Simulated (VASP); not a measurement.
# Ti (P6/mmm) in VASP: further runs

The runs below take Ti through single point, with PBEsol.

All numbers are computed with VASP 6.6.1; they aren't measurements. Logs are shortened: lines on timing, memory, paths and dates and some standing lists are left out, and cuts for length are marked.

## Step 1: The cell of the first run

It takes space group P6/mmm (No. 191, hexagonal). Conventional cell: a = 4.515 Å, b = 4.515 Å, c = 2.771 Å, α = 90.00°, β = 90.00°, γ = 120.00°. Ti (site symmetry 6/mmm) has 14 Ti at 2.77 to 2.95 Å within 3.7 Å. Within 3.4 Å of Ti (site symmetry -6m2) lie 11 Ti at 2.61 to 2.95 Å.

This isn't the form of Ti at room conditions, which is hcp.

## Step 2: Single point, PBEsol (strain along c alone, the other axes held: -1.0 %)

Input file INCAR:

```
  ALGO = Fast
  EDIFF = 1E-6
  ENCUT = 520
  GGA = PS
  ISIF = 2
  ISMEAR = 0
  LASPH = T
  LCHARG = F
  LREAL = F
  LWAVE = F
  NBANDS = 25
  NELM = 60
  PREC = Accurate
  SIGMA = 0.1
```

Input file KPOINTS:

```
k-points
0
Gamma
  12 12 18
```

Input file POSCAR:

```
Ti
1.0
    4.5152900523      0.0000000000      0.0000000000
   -2.2576450261      3.9103558907      0.0000000000
    0.0000000000      0.0000000000      2.7708057121
Ti
3
Direct
    0.0000000000      0.0000000000      0.0000000000
    0.3333333333      0.6666666667      0.5000000000
    0.6666666667      0.3333333333      0.5000000000
```

Potentials or basis: VASP PAW PBE potentials, release 64 (Ti_sv).

Command:

```bash
> cat potpaw_PBE.64/Ti_sv/POTCAR > POTCAR
> mpirun -np 1 vasp_std > vasp.out
```

OUTCAR:

```text
EDIFF = 1E-6
   ENCUT = 520
   GGA = PS
   ISIF = 2
   ISMEAR = 0
   LASPH = T
   LREAL = F
   NELM = 60
   PREC = Accurate

 ion  position               nearest neighbor table
   1  0.000  0.000  0.000-
   2  0.333  0.667  0.500-   3 2.61   3 2.61   3 2.61
   3  0.667  0.333  0.500-   2 2.61   2 2.61   2 2.61

  LATTYP: Found a hexagonal cell.
 ALAT       =     4.5152900523
 C/A-ratio  =     0.6136495508

  Lattice vectors:

 A1 = (   4.5152900523,   0.0000000000,   0.0000000000)
 A2 = (  -2.2576450261,   3.9103558907,   0.0000000000)
 A3 = (   0.0000000000,   0.0000000000,   2.7708057121)

Analysis of symmetry for initial positions (statically):
=====================================================================
 Subroutine PRICEL returns:
 Original cell was already a primitive cell.

 Routine SETGRP: Setting up the symmetry group for a
 hexagonal supercell.

 Subroutine GETGRP returns: Found 24 space group operations
 (whereof 24 operations were pure point group operations)
 out of a pool of 24 trial point group operations.

The static configuration has the point symmetry D_6h.

Analysis of symmetry for dynamics (positions and initial velocities):
=====================================================================
 Subroutine PRICEL returns:
 Original cell was already a primitive cell.

 Routine SETGRP: Setting up the symmetry group for a
 hexagonal supercell.

 Subroutine GETGRP returns: Found 24 space group operations
 (whereof 24 operations were pure point group operations)
 out of a pool of 24 trial point group operations.

The dynamic configuration has the point symmetry D_6h.

 Subroutine INISYM returns: Found 24 space group operations
 (whereof 24 operations are pure point group operations),
 and found     1 'primitive' translations

----------------------------------------------------------------------------------------

                                     Primitive cell

  volume of cell :      48.9224

  direct lattice vectors                    reciprocal lattice vectors
     4.515290052  0.000000000  0.000000000     0.221469715  0.127865599  0.000000000
    -2.257645026  3.910355891  0.000000000     0.000000000  0.255731199  0.000000000
[... 75 lines left out ...]
   NGX,Y,Z   is equivalent  to a cutoff of  13.25, 13.25, 14.40 a.u.
   NGXF,Y,Z  is equivalent  to a cutoff of  26.51, 26.51, 28.80 a.u.
 SYSTEM =  unknown system
   PREC   = accura    normal or accurate (medium, high low for compatibility)
   ISTART =      0    job   : 0-new  1-cont  2-samecut
   ICHARG =      2    charge: 1-file 2-atom 10-const
   ISPIN  =      1    spin polarized calculation?
   LNONCOLLINEAR =      F non collinear calculations
   LSORBIT =      F    spin-orbit coupling
   LASPH  =      T    aspherical Exc in radial PAW
   ENCUT  =  520.0 eV  38.22 Ry    6.18 a.u.   8.40  8.40  5.15*2*pi/ulx,y,z
   NELM   =     60;   NELMIN=  2; NELMDL= -5     # of ELM steps
   EDIFF  = 0.1E-05   stopping-criterion for ELM
   LREAL  =      F    real-space projection
[... 7 lines left out ...]
   TEBEG  =    0.0;   TEEND  =   0.0 temperature during run
   PSTRESS=    0.0 pullay stress
   NELECT =      36.0000    total number of electrons
   NUPDOWN=      -1.0000    fix difference up-down
   EMIN   =  10.00;   EMAX   =-10.00  energy-range for DOS
   EFERMI =   0.00;   METHOD = LEGACY
   ISMEAR =     0;   SIGMA  =   0.10  broadening in eV -4-tet -1-fermi 0-gaus
   EFERMI_NEDOS =   21; number of points for ismear=-14 and -15
   IALGO  =     68    algorithm
   IMIX   =      4    mixing-type and parameters
     AMIX     =   0.40;   BMIX     =  1.00
     AMIX_MAG =   1.60;   BMIX_MAG =  1.00
  volume/ion in A,a.u.               =      16.31       110.05
  Fermi-wavevector in a.u.,A,eV,Ry     =   1.477995  2.793006 29.721512  2.184470
  Thomas-Fermi vector in A             =   2.592331
   LORBIT       =      0    0 simple, 1 ext, 2 COOP (PROOUT), +10 PAW based schemes
   GGA     = PS    functional components
   LHFCALC =     F    Hartree Fock is set to
   AEXX    =    0.0000 exact exchange contribution
   IVDW    =     0    specifies the selected vdW correction
   LEPSILON=     F    determine dielectric tensor
   LRPA    =     F    only Hartree local field effects (RPA)
 non-spin polarized calculation
 RMM-DIIS sequential band-by-band and
 Gauss-broadening in eV      SIGMA  =   0.10
  energy-cutoff  :      520.00
  volume of cell :       48.92
 maximum number of plane-waves:      1342
 NGX is ok and might be reduce to    36
   NGX = 17   NGY = 17   NGZ = 11

 number of electron      36.0000013 magnetization

 Free energy of the ion-electron system (eV)
  ---------------------------------------------------
  ext. energy  EPLUGINS =         0.00000000
  ---------------------------------------------------
  free energy    TOTEN  =       -25.06229138 eV

  energy without entropy =      -25.04895386  energy(sigma->0) =      -25.05562262

 E-fermi :   8.7620     XC(G=0): -11.9405

 val. band max:        8.7613666008   @ k =   0.5000   0.0000   0.2222
 cond. band min:       8.7719653270   @ k =   0.3333   0.3333   0.3333
 fundamental gap:      0.0105987261
 Fermi energy:         8.7620373323

 k-point     1 :       0.0000    0.0000    0.0000
  band No.  band energies     occupation
      1     -47.7911      2.00000
      2     -47.5311      2.00000
      3     -47.3432      2.00000
      4     -24.2241      2.00000
      5     -24.2241      2.00000
      6     -24.1397      2.00000
[... 661 lines left out ...]
     24      10.9488      0.00000
     25      11.9192      0.00000

 [... further k-points ...]

------------------------ aborting loop because EDIFF is reached ----------------------------------------

  FORCE on cell =-STRESS in cart. coord.  units (eV):
  Direction    XX          YY          ZZ          XY          YZ          ZX
  --------------------------------------------------------------------------------------
  -------------------------------------------------------------------------------------
  Total        0.0635878      0.0635878      0.7200014      0.0000000      0.0000000     -0.0000000
  in kB        2.0824574      2.0824574     23.5795714      0.0000000      0.0000000     -0.0000000
  external PRESSURE =       9.2481621 kB  Pullay stress =       0.0000000 kB

 VOLUME and BASIS-vectors are now :
 -----------------------------------------------------------------------------
  energy-cutoff  :      520.00
  volume of cell :       48.92
      direct lattice vectors                 reciprocal lattice vectors
     4.515290052  0.000000000  0.000000000     0.221469715  0.127865599  0.000000000
    -2.257645026  3.910355891  0.000000000     0.000000000  0.255731199  0.000000000
     0.000000000  0.000000000  2.770805712     0.000000000  0.000000000  0.360905853

 POSITION                                       TOTAL-FORCE (eV/Angst)
 -----------------------------------------------------------------------------------
      0.00000      0.00000      0.00000         0.000000      0.000000      0.000000
     -0.00000      2.60690      1.38540        -0.000000      0.000000     -0.000000
      2.25765      1.30345      1.38540         0.000000     -0.000000      0.000000
 -----------------------------------------------------------------------------------
    total drift:                                0.000000      0.000000     -0.000000

  FREE ENERGIE OF THE ION-ELECTRON SYSTEM (eV)
  ---------------------------------------------------
  free  energy   TOTEN  =       -25.0622913775 eV

  energy  without entropy=      -25.0489538572  energy(sigma->0) =      -25.05562262
```

stdout:

```text
POSCAR found type information on POSCAR Ti
 POSCAR found :  1 types and       3 ions
 scaLAPACK will be used
 -----------------------------------------------------------------------------
|                                                                             |
|                                                                             |
|     You enforced a specific xc type in the INCAR file but a different       |
[... 31 lines left out ...]
WARNING in EDDRMM: call to ZHEGV failed, returncode =   8  4     23
WARNING in EDDRMM: call to ZHEGV failed, returncode =   8  4      4
WARNING in EDDRMM: call to ZHEGV failed, returncode =   8  4     25
WARNING in EDDRMM: call to ZHEGV failed, returncode =   6  3      5
WARNING in EDDRMM: call to ZHEGV failed, returncode =   8  4      5
WARNING in EDDRMM: call to ZHEGV failed, returncode =   6  3      7
WARNING in EDDRMM: call to ZHEGV failed, returncode =   8  4      4
```

Run time: 19 min. Hardware: 1 thread of Intel Xeon Platinum 8259CL at 2.50GHz (Skylake/Cascade Lake), shared host; peak memory 0.3 GiB.

What came out:

| Item | Value |
| --- | --- |
| Free energy | -25.0623 eV |
| Pressure | 0.9 GPa |
| Band gap on the k mesh | zero (bands 18 and 19 overlap by 0.33 eV) |

Stress tensor (GPa, compression positive):
```
0.21 0.00 0.00
0.00 0.21 0.00
0.00 0.00 2.36
```

Caveat: the cell differs from its parent crystal (strain along c alone, the other axes held: -1.0 %); the PAW data sets were made with another functional, which shifts forces and pressure a little.

## Step 3: Single point, PBEsol

This run uses another cell than the first one, of 16.47 Å³/atom.

Input file INCAR:

```
PREC = Accurate
ENCUT = 520
EDIFF = 1E-6
ISMEAR = 0
SIGMA = 0.1
LREAL = False
LASPH = True
NELM = 60
ALGO = Fast
ISIF = 2
LWAVE = False
LCHARG = False
GGA = PS
NBANDS = 25
```

Input file KPOINTS:

```
Automatic mesh
0
Gamma
  12 12 18
```

Changes to POSCAR since step 2:

```diff
@@ -4,3 +4,3 @@
    -2.2576450261      3.9103558907      0.0000000000
-    0.0000000000      0.0000000000      2.7708057121
+    0.0000000000      0.0000000000      2.7987936485
 Ti
```

Potentials or basis: VASP PAW PBE potentials, release 64 (Ti_sv).

Command:

```bash
> cat potpaw_PBE.64/Ti_sv/POTCAR > POTCAR
> mpirun -np 1 vasp_std > vasp.out
```

Wall time 17 min (1 thread of Intel Xeon Platinum 8259CL at 2.50GHz (Skylake/Cascade Lake), shared host); peak memory 0.3 GiB.

It converged, with:

```
Free energy            : -25.0659 eV
Pressure               : -0.3 GPa
Band gap on the k mesh : zero (bands 18 and 19 overlap by 0.36 eV)
```

Stress tensor (GPa, compression positive):
```
-0.33  0.00  0.00
 0.00 -0.33  0.00
 0.00  0.00 -0.24
```

Levels at points of the mesh, in eV from the Fermi level:
| k point | band 14 | band 15 | band 16 | band 17 | band 18 | band 19 | band 20 | band 21 | band 22 | band 23 |
| --- | --- | --- | --- | --- | --- | --- | --- | --- | --- | --- |
| (0.00, 0.00, 0.00) | -2.06 | -0.72 | -0.72 | -0.61 | -0.61 | -0.02 | 0.70 | 1.34 | 1.34 | 1.87 |
| (0.50, 0.00, 0.00) | -3.58 | -2.73 | -0.45 | -0.43 | -0.38 | 0.04 | 0.56 | 1.05 | 1.25 | 1.98 |
| (0.00, 0.00, 0.50) | -2.21 | -2.21 | -1.73 | -1.71 | -1.71 | 1.09 | 1.09 | 1.30 | 1.30 | 3.09 |
| (0.50, 0.00, 0.50) | -2.17 | -1.79 | -1.24 | -0.69 | -0.67 | 0.34 | 0.83 | 1.03 | 1.10 | 2.33 |

Caveat: the PAW data sets were made with another functional, which shifts forces and pressure a little.
